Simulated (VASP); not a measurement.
# KF (I4mm) in VASP: notebook, part 2 of 2

VASP 6.6.1. Earlier steps stand in the parts before.

### 3 Single point, r2SCAN (all K atoms moved +0.050 Å, as atom 1 along Cartesian [1 0 0])

File POSCAR:

```
KF
1.0
    0.0000000000      2.6735000000      2.6735000000
    2.6735000000      0.0000000000      2.6735000000
    2.6735000000      2.6735000000      0.0000000000
K F
1 1
Direct
   -0.0093510380      0.0093510380      0.0093510380
    0.5000000000      0.5000000000      0.5000000000
```

File INCAR.step1:

```
PREC = Accurate
ENCUT = 520
ISMEAR = 0
SIGMA = 0.05
LREAL = F
LASPH = T
NELM = 60
NBANDS = 15
GGA = PE
ALGO = Normal
EDIFF = 1E-4
LWAVE = T
LCHARG = F
```

File INCAR.step2:

```
PREC = Accurate
ENCUT = 520
EDIFF = 1E-6
ISMEAR = 0
SIGMA = 0.05
LREAL = F
LASPH = T
NELM = 60
ALGO = Normal
ISIF = 2
LWAVE = F
LCHARG = T
METAGGA = R2SCAN
LMIXTAU = T
LELF = T
LVHAR = T
NBANDS = 15
ISTART = 1
```

File KPOINTS:

```
Automatic mesh
0
Gamma
  8 8 8
```

Potentials or basis: VASP PAW PBE potentials, release 64 (K_sv, F).

Launch:

```sh
> cat potpaw_PBE.64/K_sv/POTCAR potpaw_PBE.64/F/POTCAR > POTCAR
> cp INCAR.step1 INCAR
> mpirun -np 1 vasp_std > vasp.out
> cp INCAR.step2 INCAR
> mpirun -np 1 vasp_std > vasp.out
```

Wall time 99 s (1 thread of Intel Xeon Platinum 8488C (Sapphire Rapids), shared host); peak memory 0.18 GiB.

Results (log left out):

| Quantity | Value |
| --- | --- |
| Free energy | -14.9705 eV |
| Pressure | -0.6 GPa |
| Largest force | 0.085 eV/Å |
| Band gap on the k mesh | 6.82 eV |

Forces in eV/Å, atoms in the order of the input:
```
K   -0.085  0.000  0.000
F    0.085  0.000  0.000
```

Stress tensor (GPa, compression positive):
```
-0.46  0.00  0.00
 0.00 -0.60  0.00
 0.00  0.00 -0.60
```

Levels at points of the mesh, in eV from the valence-band top:
| k point | band 5 | band 6 | band 7 | band 8 | band 9 | band 10 | band 11 | band 12 |
| --- | --- | --- | --- | --- | --- | --- | --- | --- |
| (0.00, 0.00, 0.00) | -9.61 | 0.00 | 0.00 | 0.00 | 6.82 | 11.45 | 11.45 | 11.45 |
| (0.50, 0.00, 0.00) | -9.65 | -0.76 | -0.33 | -0.33 | 9.67 | 11.23 | 12.92 | 12.92 |
| (0.50, 0.50, 0.00) | -9.82 | -0.20 | -0.06 | -0.05 | 8.77 | 11.21 | 12.41 | 14.62 |
| (0.00, 0.50, 0.50) | -9.82 | -0.20 | -0.05 | -0.05 | 8.76 | 11.20 | 12.41 | 14.62 |

Caveat: the cell differs from its parent crystal (all K atoms moved +0.050 Å, as atom 1 along Cartesian [1 0 0]); the PAW data sets were made with another functional, which shifts forces and pressure a little.

### 4 Single point, r2SCAN (all K atoms moved +0.125 Å, as atom 1 along Cartesian [1 0 0])

POSCAR: that of step 3 with these lines changed.

```diff
@@ -8,3 +8,3 @@
 Direct
-   -0.0093510380      0.0093510380      0.0093510380
+   -0.0233775949      0.0233775949      0.0233775949
     0.5000000000      0.5000000000      0.5000000000
```

File INCAR.step1:

```
SYSTEM = KF
ALGO = Normal
EDIFF = 1E-4
ENCUT = 520
GGA = PE
ISMEAR = 0
LASPH = .True.
LCHARG = .False.
LREAL = .False.
LWAVE = .True.
NBANDS = 15
NELM = 100
PREC = Accurate
SIGMA = 0.05
```

File INCAR.step2:

```
SYSTEM = KF
ALGO = Normal
EDIFF = 1E-6
ENCUT = 520
ISIF = 2
ISMEAR = 0
ISTART = 1
LASPH = .True.
LCHARG = .True.
LELF = .True.
LMIXTAU = .True.
LREAL = .False.
LVHAR = .True.
LWAVE = .False.
METAGGA = R2SCAN
NBANDS = 15
NELM = 100
PREC = Accurate
SIGMA = 0.05
```

File KPOINTS:

```
k-points
0
Gamma
  8 8 8
  0 0 0
```

Potentials or basis: VASP PAW PBE potentials, release 64 (K_sv, F).

Launch:

```sh
> cat potpaw_PBE.64/K_sv/POTCAR potpaw_PBE.64/F/POTCAR > POTCAR
> cp INCAR.step1 INCAR
> mpirun -np 1 vasp_std > vasp.out
> cp INCAR.step2 INCAR
> mpirun -np 1 vasp_std > vasp.out
```

OUTCAR:

```text
SYSTEM = KF
   EDIFF = 1E-6
   ENCUT = 520
   ISIF = 2
   ISMEAR = 0
   ISTART = 1
   LASPH = .True.
   LREAL = .False.
   METAGGA = R2SCAN
   NELM = 100
   PREC = Accurate

 ion  position               nearest neighbor table
   1  0.977  0.023  0.023-   2 2.55   2 2.68   2 2.68   2 2.68   2 2.68   2 2.80
   2  0.500  0.500  0.500-   1 2.55   1 2.68   1 2.68   1 2.68   1 2.68   1 2.80

  LATTYP: Found a face centered cubic cell.
 ALAT       =     5.3470000000

  Lattice vectors:

[... 620 lines left out ...]

  FORCE on cell =-STRESS in cart. coord.  units (eV):
  Direction    XX          YY          ZZ          XY          YZ          ZX
  --------------------------------------------------------------------------------------
  -------------------------------------------------------------------------------------
  Total        0.0589103     -0.1526136     -0.1526136     -0.0000000     -0.0000000     -0.0000000
  in kB        2.4696263     -6.3978369     -6.3978369     -0.0000000     -0.0000000     -0.0000000
  external PRESSURE =      -3.4420159 kB  Pullay stress =       0.0000000 kB

 VOLUME and BASIS-vectors are now :
 -----------------------------------------------------------------------------
  energy-cutoff  :      520.00
  volume of cell :       38.22
      direct lattice vectors                 reciprocal lattice vectors
     0.000000000  2.673500000  2.673500000    -0.187020759  0.187020759  0.187020759
     2.673500000  0.000000000  2.673500000     0.187020759 -0.187020759  0.187020759
     2.673500000  2.673500000  0.000000000     0.187020759  0.187020759 -0.187020759

 POSITION                                       TOTAL-FORCE (eV/Angst)
 -----------------------------------------------------------------------------------
      0.12500      2.67350      2.67350        -0.226598      0.000000      0.000000
      2.67350      2.67350      2.67350         0.226598      0.000000      0.000000
 -----------------------------------------------------------------------------------
    total drift:                               -0.001719      0.000000      0.000000

  FREE ENERGIE OF THE ION-ELECTRON SYSTEM (eV)
  ---------------------------------------------------
  free  energy   TOTEN  =       -14.9589744528 eV

  energy  without entropy=      -14.9589744528  energy(sigma->0) =      -14.95897445
```

OSZICAR.step1:

```text
N       E                     dE             d eps       ncg     rms          rms(c)
DAV:   1     0.101615614660E+03    0.10162E+03   -0.79312E+03  1770   0.101E+03
DAV:   2    -0.504168114289E+01   -0.10666E+03   -0.98886E+02  2318   0.280E+02
DAV:   3    -0.938669809175E+01   -0.43450E+01   -0.43195E+01  2475   0.487E+01
DAV:   4    -0.954256434354E+01   -0.15587E+00   -0.15586E+00  2286   0.862E+00
DAV:   5    -0.954508211655E+01   -0.25178E-02   -0.25178E-02  2495   0.892E-01    0.635E+00
DAV:   6    -0.830803843498E+01    0.12370E+01   -0.35238E+00  1868   0.149E+01    0.405E+00
DAV:   7    -0.827912158084E+01    0.28917E-01   -0.68379E-02  2239   0.226E+00    0.228E+00
DAV:   8    -0.827529099986E+01    0.38306E-02   -0.51651E-02  1966   0.224E+00    0.195E-01
DAV:   9    -0.827686569058E+01   -0.15747E-02   -0.39439E-03  2225   0.519E-01    0.125E-01
DAV:  10    -0.827744211249E+01   -0.57642E-03   -0.48731E-04  1882   0.191E-01    0.605E-02
DAV:  11    -0.827756892375E+01   -0.12681E-03   -0.12864E-04  1829   0.951E-02    0.200E-02
DAV:  12    -0.827756732967E+01    0.15941E-05   -0.11321E-05  1354   0.354E-02
   1 F= -.82775673E+01 E0= -.82775673E+01  d E =-.162636E-10
```

Wall time 96 s (1 thread of Intel Xeon Platinum 8488C (Sapphire Rapids), shared host); peak memory 0.18 GiB.

What came out:

- Free energy: -14.9590 eV
- Pressure: -0.3 GPa
- Largest force: 0.227 eV/Å
- Band gap on the k mesh: 6.82 eV

Forces in eV/Å, atoms in the order of the input:
```
K   -0.227  0.000  0.000
F    0.227  0.000  0.000
```

Stress tensor (GPa, compression positive):
```
 0.25  0.00  0.00
 0.00 -0.64  0.00
 0.00  0.00 -0.64
```

Caveat: the cell differs from its parent crystal (all K atoms moved +0.125 Å, as atom 1 along Cartesian [1 0 0]); the PAW data sets were made with another functional, which shifts forces and pressure a little. A k mesh can miss the band edges.

### 5 Summary

```csv
cell,gap on the mesh (eV),pressure (GPa),largest force (eV/Å)
"as given, atomic positions A",6.82,-0.4,0.18
"as given, atomic positions B",6.82,-0.6,0.09
"as given, atomic positions C",6.82,-0.3,0.23
```

Alike in all rows: task single point; level r2SCAN; potentials or basis VASP PAW PBE potentials, release 64 (K_sv, F); no spin polarisation; k mesh 8 × 8 × 8; cutoff (eV) 520; smearing gaussian 0.05 eV.

Caveats: the PAW data sets were made with another functional, which shifts forces and pressure a little.

Absolute energies hang on the potentials; compare differences alone.
